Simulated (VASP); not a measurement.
# AlN (P1) in VASP: notebook

The runs below take AlN through single point, with PBE.

All numbers are computed with VASP 6.6.1; they aren't measurements. Logs are shortened: lines on timing, memory, paths and dates and some standing lists are left out, and cuts for length are marked.

## (1) The cell of the first run

The typed cell holds 16 atoms: a = 6.198 Å, b = 6.198 Å, c = 6.198 Å, α = 60.00°, β = 60.00°, γ = 60.00°.

## (2) Single point, PBE

INCAR

```
SYSTEM = AlN
PREC = Accurate ; ENCUT = 520
EDIFF = 1E-6 ; ISMEAR = -1
SIGMA = 0.0388 ; LREAL = Auto
LASPH = .True. ; NELM = 100
ALGO = Normal ; ISIF = 2
LWAVE = .False. ; LCHARG = .False.
GGA = PE ; NBANDS = 46
```

KPOINTS

```
Automatic mesh
0
Gamma
  2 2 2
  0.5 0.5 0.5
```

POSCAR

```
AlN
1.0
   -4.3824988109      4.3824988109      0.0000000000
   -4.3824988109      0.0000000000      4.3824988109
    0.0000000000      4.3824988109      4.3824988109
Al N
8 8
Direct
   -0.0051930419     -0.0102383371      0.0042540799
    0.4795098848      0.0048907030     -0.0124313782
    0.0090377663      0.5151195921      0.0053184270
   -0.0046708512      0.0037581299      0.5023339640
    0.5246463489      0.4903421753     -0.0097823187
    0.4876102863      0.0021256138      0.5041693325
   -0.0029405598      0.5116430367      0.5021772041
    0.5053166231      0.4927550681      0.4989834782
    0.6239561305      0.6196642868      0.1257631830
    0.1454568564      0.6276409005      0.1252738503
    0.6224677103      0.1052595836      0.1272424761
    0.6217164265      0.6371925289      0.6171466592
    0.1126554784      0.1319296422      0.1329792717
    0.1252455559      0.6296335992      0.6310579008
    0.6411497461      0.1037727606      0.6192140870
    0.1202270720      0.1248808097      0.6309101541
```

Potentials or basis: VASP PAW PBE potentials, release 64 (Al, N).

Command:

```sh
$ cat potpaw_PBE.64/Al/POTCAR potpaw_PBE.64/N/POTCAR > POTCAR
$ mpirun -np 1 vasp_std > vasp.out
```

OUTCAR:

```text
SYSTEM = AlN
   PREC = Accurate
   ENCUT = 520
   EDIFF = 1E-6
   ISMEAR = -1
   LREAL = Auto
   LASPH = .True.
   NELM = 100
   ISIF = 2
   GGA = PE

 ion  position               nearest neighbor table
   1  0.995  0.990  0.004-  10 1.84  11 1.89  16 1.89  13 1.97   3 2.90   2 3.00   5 3.01   7 3.03
                             4 3.07   6 3.08   6 3.12   4 3.13   7 3.18   5 3.19   2 3.20   3 3.30
   2  0.480  0.005  0.988-  13 1.86  15 1.88  11 1.94   9 1.95   6 2.98   1 3.00   8 3.03   5 3.05
                             3 3.05   4 3.10   4 3.11   5 3.17   3 3.17   8 3.18   1 3.20   6 3.22
   3  0.009  0.515  0.005-  10 1.87  14 1.90  13 1.94   9 1.96   1 2.90   7 3.03   2 3.05   4 3.08
                             5 3.08   8 3.10   8 3.11   4 3.13   5 3.13   7 3.17   2 3.17   1 3.30
   4  0.995  0.004  0.502-  15 1.80  13 1.87  14 1.89  16 1.90   8 3.03   7 3.05   6 3.05   1 3.07
                             3 3.08   2 3.10   2 3.11   3 3.13   1 3.13   6 3.15   7 3.15   8 3.16
   5  0.525  0.490  0.990-   9 1.85  12 1.89  10 1.92  11 1.96   7 2.98   1 3.01   2 3.05   3 3.08
                             6 3.10   8 3.10   8 3.10   6 3.11   3 3.13   2 3.17   1 3.19   7 3.22
   6  0.488  0.002  0.504-  12 1.85  16 1.86  15 1.88  11 1.91   2 2.98   4 3.05   1 3.08   8 3.08
                             5 3.10   7 3.10   7 3.10   5 3.11   8 3.12   1 3.12   4 3.15   2 3.22
   7  0.997  0.512  0.502-  14 1.90  12 1.90  10 1.91  16 1.96   5 2.98   1 3.03   3 3.03   4 3.05
                             8 3.08   6 3.10   6 3.10   8 3.12   4 3.15   3 3.17   1 3.18   5 3.22
   8  0.505  0.493  0.499-   9 1.89  12 1.92  14 1.93  15 1.97   2 3.03   4 3.03   6 3.08   7 3.08
                             3 3.10   5 3.10   5 3.10   3 3.11   7 3.12   6 3.12   4 3.16   2 3.18
   9  0.624  0.620  0.126-   5 1.85   8 1.89   2 1.95   3 1.96
  10  0.145  0.628  0.125-   1 1.84   3 1.87   7 1.91   5 1.92
  11  0.622  0.105  0.127-   1 1.89   6 1.91   2 1.94   5 1.96
  12  0.622  0.637  0.617-   6 1.85   5 1.89   7 1.90   8 1.92
  13  0.113  0.132  0.133-   2 1.86   4 1.87   3 1.94   1 1.97
  14  0.125  0.630  0.631-   4 1.89   3 1.90   7 1.90   8 1.93
  15  0.641  0.104  0.619-   4 1.80   2 1.88   6 1.88   8 1.97
  16  0.120  0.125  0.631-   6 1.86   1 1.89   4 1.90   7 1.96

  LATTYP: Found a face centered cubic cell.
 ALAT       =     8.7649976218

  Lattice vectors:

 A1 = (  -4.3824988109,   4.3824988109,   0.0000000000)
 A2 = (  -4.3824988109,   0.0000000000,   4.3824988109)
 A3 = (   0.0000000000,   4.3824988109,   4.3824988109)

Analysis of symmetry for initial positions (statically):
=====================================================================
 Subroutine PRICEL returns:
 Original cell was already a primitive cell.

 Routine SETGRP: Setting up the symmetry group for a
 face centered cubic supercell.

 Subroutine GETGRP returns: Found  1 space group operations
 (whereof  1 operations were pure point group operations)
 out of a pool of 48 trial point group operations.

The static configuration has the point symmetry C_1 .

Analysis of symmetry for dynamics (positions and initial velocities):
=====================================================================
 Subroutine PRICEL returns:
 Original cell was already a primitive cell.

 Routine SETGRP: Setting up the symmetry group for a
 face centered cubic supercell.

 Subroutine GETGRP returns: Found  1 space group operations
 (whereof  1 operations were pure point group operations)
 out of a pool of 48 trial point group operations.

The dynamic configuration has the point symmetry C_1 .

 Subroutine INISYM returns: Found  1 space group operations
 (whereof  1 operations are pure point group operations),
 and found     1 'primitive' translations

----------------------------------------------------------------------------------------

                                     Primitive cell

  volume of cell :     168.3431

  direct lattice vectors                    reciprocal lattice vectors
    -4.382498811  4.382498811  0.000000000    -0.114090162  0.114090162 -0.114090162
    -4.382498811  0.000000000  4.382498811    -0.114090162 -0.114090162  0.114090162
     0.000000000  4.382498811  4.382498811     0.114090162  0.114090162  0.114090162

  length of vectors
     6.197789255  6.197789255  6.197789255     0.197609958  0.197609958  0.197609958

  position of ions in fractional coordinates (direct lattice)
     0.994806958  0.989761663  0.004254080
     0.479509885  0.004890703  0.987568622
     0.009037766  0.515119592  0.005318427
     0.995329149  0.003758130  0.502333964
     0.524646349  0.490342175  0.990217681
     0.487610286  0.002125614  0.504169332
[... 8 lines left out ...]
     0.641149746  0.103772761  0.619214087
     0.120227072  0.124880810  0.630910154

  ion indices of the primitive-cell ions
   primitive index   ion index
                 1           1
                 2           2
                 3           3
                 4           4
                 5           5
                 6           6
[... 8 lines left out ...]
                15          15
                16          16

----------------------------------------------------------------------------------------

 KPOINTS: Automatic mesh

Automatic generation of k-mesh.
 Grid dimensions read from file:
 generate k-points for:    2    2    2

 Generating k-lattice:

  Cartesian coordinates                     Fractional coordinates (reciprocal lattice)
    -0.057045081  0.057045081 -0.057045081     0.500000000  0.000000000  0.000000000
    -0.057045081 -0.057045081  0.057045081     0.000000000  0.500000000  0.000000000
     0.057045081  0.057045081  0.057045081     0.000000000  0.000000000  0.500000000

  Length of vectors
     0.098804979  0.098804979  0.098804979

  Shift w.r.t. Gamma in fractional coordinates (k-lattice)
     0.500000000  0.500000000  0.500000000

 Subroutine IBZKPT returns following result:
 ===========================================

 Found     16 irreducible k-points:

 Following reciprocal coordinates:
            Coordinates               Weight
  0.250000  0.250000  0.250000      2.000000
  0.250000  0.000000  0.000000      2.000000
  0.000000  0.000000 -0.250000      2.000000
  0.000000  0.250000  0.000000      2.000000
 -0.250000  0.250000  0.250000      2.000000
  0.250000 -0.250000  0.250000      2.000000
[... 8 lines left out ...]
  0.000000  0.250000  0.500000      2.000000
  0.500000  0.250000  0.000000      2.000000
   k-points           NKPTS =     16   k-points in BZ     NKDIM =     16   number of bands    NBANDS=     46
   number of dos      NEDOS =    301   number of ions     NIONS =     16
   total plane-waves  NPLWV = 110592
   dimension x,y,z NGX =    48 NGY =   48 NGZ =   48
   dimension x,y,z NGXF=    96 NGYF=   96 NGZF=   96
   ions per type =               8   8
   NGX,Y,Z   is equivalent  to a cutoff of  12.88, 12.88, 12.88 a.u.
   NGXF,Y,Z  is equivalent  to a cutoff of  25.75, 25.75, 25.75 a.u.
 SYSTEM =  AlN
   PREC   = accura    normal or accurate (medium, high low for compatibility)
   ISTART =      0    job   : 0-new  1-cont  2-samecut
   ICHARG =      2    charge: 1-file 2-atom 10-const
   ISPIN  =      1    spin polarized calculation?
   LNONCOLLINEAR =      F non collinear calculations
   LSORBIT =      F    spin-orbit coupling
   LASPH  =      T    aspherical Exc in radial PAW
   ENCUT  =  520.0 eV  38.22 Ry    6.18 a.u.  11.52 11.52 11.52*2*pi/ulx,y,z
   NELM   =    100;   NELMIN=  2; NELMDL= -5     # of ELM steps
   EDIFF  = 0.1E-05   stopping-criterion for ELM
   LREAL  =      T    real-space projection
   EDIFFG = 0.1E-04   stopping-criterion for IOM
   NSW    =      0    number of steps for IOM
   IBRION =     -1    ionic relax: 0-MD 1-quasi-New 2-CG
   NFREE  =      0    steps in history (QN), initial steepest desc. (CG)
   ISIF   =      2    stress and relaxation
   ISYM   =      2    0-nonsym 1-usesym 2-fastsym
   POTIM  = 0.5000    time-step for ionic-motion
   TEBEG  =    0.0;   TEEND  =   0.0 temperature during run
   PSTRESS=    0.0 pullay stress
   NELECT =      64.0000    total number of electrons
   NUPDOWN=      -1.0000    fix difference up-down
   EMIN   =  10.00;   EMAX   =-10.00  energy-range for DOS
   EFERMI =   0.00;   METHOD = LEGACY
   ISMEAR =    -1;   SIGMA  =   0.04  broadening in eV -4-tet -1-fermi 0-gaus
   EFERMI_NEDOS =   21; number of points for ismear=-14 and -15
   IALGO  =     38    algorithm
   IMIX   =      4    mixing-type and parameters
     AMIX     =   0.40;   BMIX     =  1.00
     AMIX_MAG =   1.60;   BMIX_MAG =  1.00
  volume/ion in A,a.u.               =      10.52        71.00
  Fermi-wavevector in a.u.,A,eV,Ry     =   1.185959  2.241138 19.136578  1.406499
  Thomas-Fermi vector in A             =   2.322142
   LORBIT       =      0    0 simple, 1 ext, 2 COOP (PROOUT), +10 PAW based schemes
   GGA     = PE    functional components
   LHFCALC =     F    Hartree Fock is set to
   AEXX    =    0.0000 exact exchange contribution
   IVDW    =     0    specifies the selected vdW correction
   LEPSILON=     F    determine dielectric tensor
   LRPA    =     F    only Hartree local field effects (RPA)
 non-spin polarized calculation
  energy-cutoff  :      520.00
  volume of cell :      168.34
 maximum number of plane-waves:      4537
 NGX is ok and might be reduce to    48
   NGX = 23   NGY = 23   NGZ = 23

 number of electron      64.0000001 magnetization

 Free energy of the ion-electron system (eV)
  ---------------------------------------------------
  ext. energy  EPLUGINS =         0.00000000
  ---------------------------------------------------
  free energy    TOTEN  =      -118.00616907 eV

  energy without entropy =     -118.00616907  energy(sigma->0) =     -118.00616907

 E-fermi :   6.8085     XC(G=0): -10.8964

 val. band max:        5.9302842072   @ k =   0.0000   0.0000  -0.2500
 cond. band min:       9.8384952271   @ k =   0.0000   0.2500   0.0000
 fundamental gap:      3.9082110198
 Fermi energy:         6.8084816377

 k-point     1 :       0.2500    0.2500    0.2500
  band No.  band energies     occupation
      1      -8.8380      2.00000
      2      -7.4906      2.00000
      3      -7.0893      2.00000
      4      -6.9351      2.00000
      5      -6.8353      2.00000
      6      -6.6399      2.00000
[... 741 lines left out ...]
     43      15.4429      0.00000
     44      15.6929      0.00000
 [bands above 44 left out]

------------------------ aborting loop because EDIFF is reached ----------------------------------------

  FORCE on cell =-STRESS in cart. coord.  units (eV):
  Direction    XX          YY          ZZ          XY          YZ          ZX
  --------------------------------------------------------------------------------------
  -------------------------------------------------------------------------------------
  Total        3.1886305      3.0292686      3.0386626     -0.6811953      0.0584638      1.1034102
  in kB       30.3472513     28.8305519     28.9199575     -6.4831610      0.5564197     10.5015196
  external PRESSURE =      29.3659202 kB  Pullay stress =       0.0000000 kB

 VOLUME and BASIS-vectors are now :
 -----------------------------------------------------------------------------
  energy-cutoff  :      520.00
  volume of cell :      168.34
      direct lattice vectors                 reciprocal lattice vectors
    -4.382498811  4.382498811  0.000000000    -0.114090162  0.114090162 -0.114090162
    -4.382498811  0.000000000  4.382498811    -0.114090162 -0.114090162  0.114090162
     0.000000000  4.382498811  4.382498811     0.114090162  0.114090162  0.114090162

 POSITION                                       TOTAL-FORCE (eV/Angst)
 -----------------------------------------------------------------------------------
     -8.69737      4.37838      4.35627        -0.930637     -0.099300      1.129239
     -2.12289      6.42947      4.34945        -0.071016      2.004668      0.221759
     -2.29712      0.06292      2.28082         1.431378     -0.623626     -0.768404
     -4.37850      6.56351      2.21795        -0.696325      0.859587     -0.816491
     -4.44819      6.63889      6.48855         1.013378     -0.116424      0.108617
     -2.14627      4.34647      2.21884        -0.607247     -0.398682     -0.788849
[... 8 lines left out ...]
     -3.26462      5.52354      3.16849         0.394103     -1.661522      2.053964
     -1.07419      3.29186      3.31225        -0.295920     -0.516698      0.586733
 -----------------------------------------------------------------------------------
    total drift:                                0.006970      0.011570      0.004300

  FREE ENERGIE OF THE ION-ELECTRON SYSTEM (eV)
  ---------------------------------------------------
  free  energy   TOTEN  =      -118.0061690726 eV

  energy  without entropy=     -118.0061690725  energy(sigma->0) =     -118.00616907
```

Wall time 3.5 min (1 thread of Intel Xeon Platinum 8488C (Sapphire Rapids), shared host); peak memory 0.34 GiB.

Results:

| Item | Value |
| --- | --- |
| Free energy | -118.0062 eV |
| Pressure | 2.9 GPa |
| Largest force | 2.671 eV/Å |
| Band gap on the k mesh | 3.91 eV |

Forces in eV/Å, atoms in the order of the input:
```
Al  -0.931 -0.099  1.129
Al  -0.071  2.005  0.222
Al   1.431 -0.624 -0.768
Al  -0.696  0.860 -0.816
Al   1.013 -0.116  0.109
Al  -0.607 -0.399 -0.789
Al   0.135  0.502 -0.419
Al  -0.098 -0.292  0.188
N   -0.896  0.434  0.197
N    0.862  0.030 -0.205
N   -0.724 -0.714  0.465
N    0.794  0.902 -0.959
N   -0.317 -0.678 -0.519
N    0.007  0.367 -0.474
N    0.394 -1.662  2.054
N   -0.296 -0.517  0.587
```

Caveat: the k points lie up to 0.62 Å⁻¹ apart; the atoms stand as in a frame of molecular dynamics; a shifted mesh leaves out Γ, where band edges can lie; forces of over 1 eV/Å act on the atoms, so gaps and moduli don't describe the material at rest. A k mesh can miss the band edges.

## (3) Single point, PBE

INCAR

```
ALGO = Normal
EDIFF = 1E-6
ENCUT = 520
GGA = PE
ISIF = 2
ISMEAR = -1
LASPH = True
LCHARG = False
LREAL = Auto
LWAVE = False
NBANDS = 46
NELM = 80
PREC = Accurate
SIGMA = 0.0388
```

KPOINTS is that of step 2.

POSCAR

```
AlN
1.0
   -4.3824988109      4.3824988109      0.0000000000
   -4.3824988109      0.0000000000      4.3824988109
    0.0000000000      4.3824988109      4.3824988109
Al N
8 8
Direct
    0.0126535117     -0.0027153459     -0.0060157461
    0.5241798342     -0.0022401603     -0.0022768974
   -0.0075330311      0.4905241491     -0.0066061627
   -0.0014009131     -0.0040612675      0.5005551843
    0.4711857525      0.5201920407      0.0012958361
    0.5123089810     -0.0013221909      0.5094240971
   -0.0016167717      0.4911505041      0.4922498769
    0.4952034430      0.5016424635      0.5114708747
    0.6270491148      0.6312163721      0.1179546241
    0.0993816585      0.6310007417      0.1231203985
    0.6287273811      0.1445593090      0.1282359732
    0.6192294892      0.6183557867      0.6385638926
    0.1329772181      0.1139221074      0.1289496071
    0.1219482362      0.6254053037      0.6165735843
    0.6207668541      0.1302254774      0.6339228189
    0.1403257654      0.1184713385      0.6124917806
```

Potentials or basis: VASP PAW PBE potentials, release 64 (Al, N).

Command:

```sh
$ cat potpaw_PBE.64/Al/POTCAR potpaw_PBE.64/N/POTCAR > POTCAR
$ mpirun -np 1 vasp_std > vasp.out
```

It took 3.5 min on 1 thread of Intel Xeon Platinum 8488C (Sapphire Rapids), shared host; peak memory 0.34 GiB.

Results (log left out):

| Item | Value |
| --- | --- |
| Free energy | -118.0859 eV |
| Pressure | 2.8 GPa |
| Largest force | 1.939 eV/Å |
| Band gap on the k mesh | 3.79 eV |

Forces in eV/Å, atoms in the order of the input:
```
Al   0.147 -0.960  0.894
Al   0.861 -0.120  1.581
Al  -0.226  0.350 -0.009
Al  -0.571  0.187 -0.155
Al  -0.080  1.912 -0.316
Al   0.234 -1.271 -0.887
Al  -0.040  0.434  0.802
Al  -0.408 -1.130 -0.710
N    1.138  0.089  0.516
N   -0.403  0.546 -0.484
N    0.665  0.085 -0.870
N   -1.054 -0.571 -0.215
N   -0.669 -0.267 -0.196
N    0.536  0.234 -0.188
N   -0.720  0.375 -0.490
N    0.590  0.107  0.726
```

Stress tensor (GPa, compression positive):
```
 2.91  0.75 -0.39
 0.75  2.61  0.05
-0.39  0.05  2.80
```

Levels at points of the mesh, in eV from the valence-band top:
```tsv
k point	band 30	band 31	band 32	band 33	band 34	band 35
(0.25, 0.25, 0.25)	-0.39	-0.16	-0.10	3.80	3.97	4.23
```

Caveat: the k points lie up to 0.62 Å⁻¹ apart; the atoms stand as in a frame of molecular dynamics; a shifted mesh leaves out Γ, where band edges can lie; forces of over 1 eV/Å act on the atoms, so gaps and moduli don't describe the material at rest. A k mesh can miss the band edges.
